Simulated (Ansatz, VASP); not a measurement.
Rh in VASP and in Ansatz

```
CELL_PARAMETERS angstrom
-0.03803 1.88253 1.88253
1.88253 -0.03803 1.88253
1.88253 1.88253 -0.03803
ATOMIC_POSITIONS crystal
Rh 0.00000 0.00000 0.00000
```

Change from the starting cell: equal xy, yz and zx shear strains of -2 %.

Alike in both runs: task single point; functional LDA; k mesh 16 × 16 × 16; occupations fermi-dirac, width 0.03 eV; no spin polarisation.

|  | VASP | Ansatz |
| --- | --- | --- |
| version | VASP 6.6.1 | Ansatz 0.2.0 |
| potentials or method | VASP PAW LDA potentials, release 64 (Rh_pv), cutoff 520 eV | all-electron LAPW, scalar-relativistic |

Ansatz gave:

| Property | Result |
| --- | --- |
| pressure (GPa) | -10.8 |
| traceless stress, the component that is largest in VASP (GPa) | 3.97 |

Problem. Which values does VASP return?

Solution. Pressure (GPa): -10.0; traceless stress, the component that is largest in VASP (GPa): 3.99.

LDA's correlation is that of Perdew and Zunger in VASP and of Perdew and Wang (1992) in Ansatz. Ansatz ran all-electron here, and VASP with PAW potentials.
